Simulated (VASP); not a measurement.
Al12Pt, 13 atoms in the cell. The cell holds a slab with vacuum, 13 atoms: a = 5.728 Å, b = 5.728 Å, c = 16.677 Å, α = 90.00°, β = 90.00°, γ = 60.00°. 

| Property | Result |
| --- | --- |
| Program | VASP 6.6.1 |
| Task | single point |
| Functional | PBEsol |
| Potentials or basis | VASP PAW PBE potentials, release 64 (Al, Pt) |
| Cutoff | 520 eV |
| k mesh | 3 × 3 × 1 |
| Occupations | fermi-dirac, width 0.05 eV |
| Spin | no spin polarisation |
| Dipole correction | no |
| Further INCAR settings | ALGO = Normal; EDIFF = 1e-06; NBANDS = 35 |

Potentials or basis: VASP PAW PBE potentials, release 64 (Al, Pt).

Run with:

```console
$ cat potpaw_PBE.64/Al/POTCAR potpaw_PBE.64/Pt/POTCAR > POTCAR
$ mpirun -np 1 vasp_std > vasp.out
```

Hardware: 1 thread of AMD EPYC 9R45 96-Core Processor (Zen 5) (shared host).

Task: Estimate the wall time of this run.

Result: Run time: 120 s on 1 thread of AMD EPYC 9R45 96-Core Processor (Zen 5), with other jobs on the host, peak memory 0.59 GiB. Counts: scf iterations 22, k points 5.
